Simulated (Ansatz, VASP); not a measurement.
## OsPd: VASP beside Ansatz

```
Pd Os
1.0
     3.09784    0.00000    0.00000
     0.00000    3.09784    0.00000
     0.00000    0.00000    3.09784
Pd Os
1 1
Direct
  0.50000 0.50000 0.50000
  0.00000 0.00000 0.00000
```

Alike in both runs: functional PBE; k mesh 18 × 18 × 18; occupations gaussian, width 0.1 eV; no spin polarisation.

Ansatz relaxed the structure, and its values are those at the end. VASP's run is a single point on that final structure, the one shown.

|  | VASP | Ansatz |
| --- | --- | --- |
| version | VASP 6.6.1 | Ansatz 0.2.0 |
| potentials or method | VASP PAW PBE potentials, release 64 (Pd, Os), cutoff 520 eV | scalar-relativistic, plane waves, PAW |
| valence electrons in the cell | 18 | 34 |

VASP gave:

| Property | Result |
| --- | --- |
| gap on the k mesh at the Fermi level (eV) | none |
| pressure (GPa) | -0.5 |

Q: Which values does Ansatz return?

A: gap on the k mesh at the Fermi level (eV): none; pressure (GPa): 0.0.

A gap of «none» marks a metal or a gap that the smearing closes. VASP's potentials hold 18 valence electrons a cell and Ansatz's 34, so a difference there can come from the potentials and not from the codes.

Neither program's run includes spin-orbit coupling.
